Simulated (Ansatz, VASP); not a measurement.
**La in VASP and in Ansatz**

```xyz
2
Lattice="3.7335 0.0000 0.0000 -1.8667 3.2333 0.0000 0.0000 0.0000 5.9922" Properties=species:S:1:pos:R:3 pbc="T T T"
La    0.0000    2.1555    1.4981
La    1.8667    1.0778    4.4942
```

Alike in both runs: task single point; functional revPBE; k mesh 11 × 11 × 6; occupations fermi-dirac, width 0.1 eV; no spin polarisation.

```csv
,VASP,Ansatz
version,VASP 6.6.1,Ansatz 0.2.0
potentials or method,"VASP PAW PBE potentials, release 64 (La), cutoff 520 eV","plane waves (420 eV) with PAW, scalar-relativistic"
valence electrons in the cell,22,22
```

Ansatz gave:

```
pressure (GPa)                                                : 2.1
traceless stress, the component that is largest in VASP (GPa) : 0.11
```

Which values does VASP return?

Pressure (GPa): 2.2; traceless stress, the component that is largest in VASP (GPa): 0.12.

VASP's potentials were made for PBE, not for revPBE.

Spin-orbit coupling is off throughout.
